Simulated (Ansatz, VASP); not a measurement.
**LiCl in VASP and in Ansatz**

```
Li Cl
1.0
     0.00000    2.57485    2.57485
     2.57485    0.00000    2.57485
     2.57485    2.57485    0.00000
Li Cl
1 1
Direct
  0.00000 0.00000 0.00000
  0.50000 0.50000 0.50000
```

Alike in both runs: functional PBE; k mesh 14 × 14 × 14; occupations fermi-dirac, width 0.05 eV; no spin polarisation.

Ansatz relaxed the structure, and its values are those at the end. VASP's run is a single point on that final structure, the one shown.

|  | VASP | Ansatz |
| --- | --- | --- |
| version | VASP 6.6.1 | Ansatz 0.2.0 |
| potentials or method | VASP PAW PBE potentials, release 64 (Li_sv, Cl) | PAW with Ansatz's default frozen-core files, scalar-relativistic |
| plane-wave cutoff (eV) | 520 | 420 |
| valence electrons in the cell | 10 | 10 |

VASP gave:

- gap on the k mesh at the Fermi level (eV): 6.27

**Question.** What did Ansatz give for the same quantities?

**Answer.** gap on the k mesh at the Fermi level (eV): 6.26.

With one functional, cell and mesh, what is left measures potentials, basis and numerics.

Noted on VASP's run: the cutoff is under 1.25 times that of the potentials, so the pressure is a little rough.
